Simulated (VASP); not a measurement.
## AlN: single point with PBE

AlN:

```
CELL_PARAMETERS angstrom
3.11300 0.00000 0.00000
-1.55650 2.69594 0.00000
0.00000 0.00000 4.98100
ATOMIC_POSITIONS crystal
Al 0.33333 0.66667 0.00000
Al 0.66667 0.33333 0.50000
N 0.33333 0.66667 0.38000
N 0.66667 0.33333 0.88000
```

| Property | Result |
| --- | --- |
| Program | VASP 6.6.1 |
| Task | single point |
| Functional | PBE |
| Potentials or basis | VASP PAW PBE potentials, release 64 (Al, N) |
| Cutoff | 600 eV |
| k mesh | 6 × 6 × 4 |
| Occupations | gaussian, width 0.01 eV |
| Spin | no spin polarisation |

```
Pressure               : 3.3 GPa
Largest force          : 0.130 eV/Å
Band gap on the k mesh : 4.22 eV, direct
```

Forces in eV/Å, atoms in the order of the input:
```
Al   0.000  0.000 -0.130
Al   0.000  0.000 -0.130
N    0.000  0.000  0.130
N    0.000  0.000  0.130
```

Stress tensor (GPa, compression positive):
```
2.80 0.00 0.00
0.00 2.80 0.00
0.00 0.00 4.42
```

Levels at points of the mesh, in eV from the valence-band top:
```
           k point  band 5  band 6  band 7  band 8  band 9  band 10  band 11  band 12
(0.00, 0.00, 0.00)   -0.83   -0.18   -0.18    0.00    4.22     6.66    10.61    11.16
(0.50, 0.00, 0.00)   -3.33   -2.06   -1.77   -0.66    5.82     5.83     8.20    10.30
(0.00, 0.00, 0.50)   -0.52   -0.52   -0.52   -0.52    6.47     6.47    10.34    10.34
(0.50, 0.00, 0.50)   -1.44   -1.44   -1.35   -1.35    5.33     5.33     9.29     9.29
```

It took 14 s on 1 thread of Intel Xeon 6975P-C (shared host), peak memory 0.17 GiB.

A hybrid or GW would open this gap; PBE tends to underestimate it.
